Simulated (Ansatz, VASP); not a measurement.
# Sb: VASP beside Ansatz

```
CELL_PARAMETERS angstrom
3.14382 0.00000 0.00000
0.00000 3.14382 0.00000
0.00000 0.00000 3.14382
ATOMIC_POSITIONS crystal
Sb 0.00000 0.00000 0.00000
```

Change from the starting cell: volume scaled by 1.06.

Alike in both runs: task single point; functional PBEsol; k mesh 12 × 12 × 12; occupations fermi-dirac, width 0.05 eV; no spin polarisation.

|  | VASP | Ansatz |
| --- | --- | --- |
| version | VASP 6.6.1 | Ansatz 0.2.0 |
| potentials or method | VASP PAW PBE potentials, release 64 (Sb), cutoff 520 eV | all-electron LAPW, scalar-relativistic |

|  | VASP | Ansatz | Ansatz less VASP |
| --- | --- | --- | --- |
| pressure (GPa) | -4.0 | -4.0 | -0.03 |

VASP's potentials were made for PBE, not for PBEsol. Ansatz ran all-electron here, and VASP with PAW potentials.

Neither program's run includes spin-orbit coupling.
